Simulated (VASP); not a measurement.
Write the native input for VASP 6.6.1 that does the following.

| Item | Value |
| --- | --- |
| Task | single point |
| Functional | PBE |
| Potentials or basis | VASP PAW PBE potentials, release 64 (Na_pv, I) |
| Cutoff | 520 eV |
| k mesh | 6 × 6 × 6 |
| Occupations | gaussian, width 0.05 eV |
| Spin | no spin polarisation |
| Dipole correction | no |
| Further INCAR settings | ALGO = Normal; EDIFF = 1e-06; NBANDS = 14 |

The structure of NaI lies in POSCAR:

```
NaI
1.0
    0.0000000000      3.1393080000      3.1878540000
    3.1393080000      0.0000000000      3.1878540000
    3.1393080000      3.1393080000      0.0000000000
Na I
1 1
Direct
    0.0000000000      0.0000000000      0.0000000000
    0.5000000000      0.5000000000      0.5000000000
```

This cell differs from its parent crystal: strain -0.030 along x and y, -0.015 along z.

One way to write it, as run:

INCAR

```
SYSTEM = NaI
ALGO = Normal
EDIFF = 1E-6
ENCUT = 520
GGA = PE
ISIF = 2
ISMEAR = 0
LASPH = .TRUE.
LCHARG = .TRUE.
LELF = .TRUE.
LREAL = .FALSE.
LVHAR = .TRUE.
LWAVE = .FALSE.
NBANDS = 14
NELM = 60
PREC = Accurate
SIGMA = 0.05
```

KPOINTS

```
k-points
0
G
  6 6 6
  0 0 0
```

Potentials or basis: VASP PAW PBE potentials, release 64 (Na_pv, I).

The run is started by

```sh
$ cat potpaw_PBE.64/Na_pv/POTCAR potpaw_PBE.64/I/POTCAR > POTCAR
$ mpirun -np 1 vasp_std > vasp.out
```

It gave:

| Item | Value |
| --- | --- |
| Pressure | 2.0 GPa |
| Band gap on the k mesh | 3.85 eV |

Caveat: the cell differs from its parent crystal (strain -0.030 along x and y, -0.015 along z); spin-orbit coupling is left out, which moves the levels of the heavy elements.

Wall time 48 s on 1 thread of AMD EPYC 7R13, on a shared host, peak memory 0.18 GiB.
